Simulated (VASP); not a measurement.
Write the native input for VASP 6.6.1 that does the following.

| Item | Value |
| --- | --- |
| Task | single point |
| Functional | PBE |
| Potentials or basis | VASP PAW PBE potentials, release 64 (Ba_sv, Ti_sv, O) |
| Cutoff | 520 eV |
| k mesh | 5 × 5 × 5 |
| Occupations | fermi-dirac, width 0.05 eV |
| Spin | no spin polarisation |
| Dipole correction | no |
| Further INCAR settings | ALGO = Normal; EDIFF = 1e-07; NBANDS = 28 |

The structure of BaTiO3 lies in POSCAR:

```
BaTiO3
1.0
    3.9998000000     -0.0799960000      0.0000000000
   -0.0799960000      3.9998000000      0.0000000000
    0.0000000000      0.0000000000      4.0180000000
Ba Ti O
1 1 3
Direct
    0.0000000000      0.0000000000      0.0000000000
    0.5000000000      0.5000000000      0.4900000000
    0.0000000000      0.5000000000      0.5170000000
    0.5000000000      0.0000000000      0.5170000000
    0.5000000000      0.5000000000      0.0190000000
```

The input as run:

INCAR

```
SYSTEM = BaTiO3
  PREC = Accurate
  ENCUT = 520
  EDIFF = 1E-7
  ISMEAR = -1
  SIGMA = 0.05
  LREAL = .FALSE.
  LASPH = .TRUE.
  NELM = 80
  ALGO = Normal
  ISIF = 2
  LWAVE = .FALSE.
  LCHARG = .FALSE.
  GGA = PE
  NBANDS = 28
```

KPOINTS

```
regular mesh
0
G
  5 5 5
  0 0 0
```

Potentials or basis: VASP PAW PBE potentials, release 64 (Ba_sv, Ti_sv, O).

The run is started by

```bash
$ cat potpaw_PBE.64/Ba_sv/POTCAR potpaw_PBE.64/Ti_sv/POTCAR potpaw_PBE.64/O/POTCAR > POTCAR
$ mpirun -np 1 vasp_std > vasp.out
```

Results of the run:

```yaml
Pressure: 4.4 GPa
Largest_force: 0.282 eV/Å
Band_gap_on_the_k_mesh: 1.89 eV, indirect (least direct gap 1.90 eV)
```

Caveat: spin-orbit coupling is left out, which moves the levels of the heavy elements.

Wall time 46 s on 1 thread of Intel(R) Xeon(R) Platinum 8259CL CPU @ 2.50GHz (Skylake/Cascade Lake), with other jobs on the host, peak memory 0.2 GiB.
